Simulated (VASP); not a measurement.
Input of a VASP 6.6.1 run:

The input INCAR:

```
SYSTEM = Te
PREC = Accurate
ENCUT = 520
EDIFF = 1E-6
ISMEAR = 0
SIGMA = 0.01
LREAL = .FALSE.
LASPH = .TRUE.
NELM = 100
ALGO = Normal
ISIF = 2
LWAVE = .FALSE.
LCHARG = .FALSE.
GGA = PE
NBANDS = 16
```

KPOINTS

```
Automatic mesh
0
G
  12 12 6
  0 0 0
```

The input POSCAR:

```
Te
1.0
    4.5346744663      0.0000000000      0.0000000000
   -2.2673372331      3.9271432857      0.0000000000
    0.0000000000      0.0000000000      5.9496740511
Te
3
Direct
    0.2670063169      0.0000000000      0.3333333333
    0.0000000000      0.2670063169      0.6666666667
    0.7329936831      0.7329936831      0.0000000000
```

Potentials or basis: VASP PAW PBE potentials, release 64 (Te).

The run is started by

```bash
$ cat potpaw_PBE.64/Te/POTCAR > POTCAR
$ mpirun -np 1 vasp_std > vasp.out
```

Problem. Predict the largest force.

Solution. 0.012 eV/Å.

Problem. Estimate the pressure.

Solution. -0.1 GPa.

Problem. Predict the band gap on the k mesh.

Solution. 0.24 eV, direct.

Forces in eV/Å, atoms in the order of the input:
```
Te   0.012  0.000  0.000
Te  -0.006  0.011  0.000
Te  -0.006 -0.011  0.000
```

Caveat: spin-orbit coupling is left out, which moves the levels of the heavy elements. A k mesh can miss the band edges.
